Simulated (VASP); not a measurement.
**Ti: single point with PBE**

Ti:

```
CELL_PARAMETERS angstrom
0.00000 1.86760 2.19240
1.86760 0.00000 2.19240
1.86760 1.86760 0.00000
ATOMIC_POSITIONS crystal
Ti 0.00000 0.00000 0.00000
```

This cell differs from its parent crystal: strain -0.080 along x and y, +0.080 along z.

```
Program                : VASP 6.6.1
Task                   : single point
Functional             : PBE
Potentials or basis    : VASP PAW PBE potentials, release 64 (Ti_sv)
Cutoff                 : 520 eV
k mesh                 : 20 × 20 × 20
Occupations            : gaussian, width 0.15 eV
Spin                   : no spin polarisation
Dipole correction      : no
Further INCAR settings : ALGO = Fast; EDIFF = 1e-06; NBANDS = 12
```

```json
{
 "Pressure": "15.9 GPa",
 "Band gap on the k mesh": "zero (bands 6 and 7 overlap by 1.36 eV)"
}
```

Stress tensor (GPa, compression positive):
```
17.35  0.00  0.00
 0.00 17.35  0.00
 0.00  0.00 13.05
```

Levels at points of the mesh, in eV from the Fermi level:
| k point | band 4 | band 5 | band 6 | band 7 | band 8 | band 9 |
| --- | --- | --- | --- | --- | --- | --- |
| (0.00, 0.00, 0.00) | -32.08 | -6.27 | 0.08 | 1.67 | 1.67 | 1.86 |
| (0.50, 0.00, 0.00) | -32.11 | -2.80 | 0.19 | 1.18 | 1.66 | 3.98 |
| (0.50, 0.50, 0.00) | -32.28 | -2.95 | -1.79 | 1.64 | 4.38 | 4.49 |
| (0.50, 0.00, 0.50) | -32.37 | -2.99 | -1.95 | 3.84 | 4.00 | 4.76 |

Wall time 120 s on 1 thread of AMD EPYC 9R45 96-Core Processor (Zen 5), on a shared host, peak memory 0.2 GiB.

Caveat: the cell differs from its parent crystal (strain -0.080 along x and y, +0.080 along z); the cell stands under pressure.
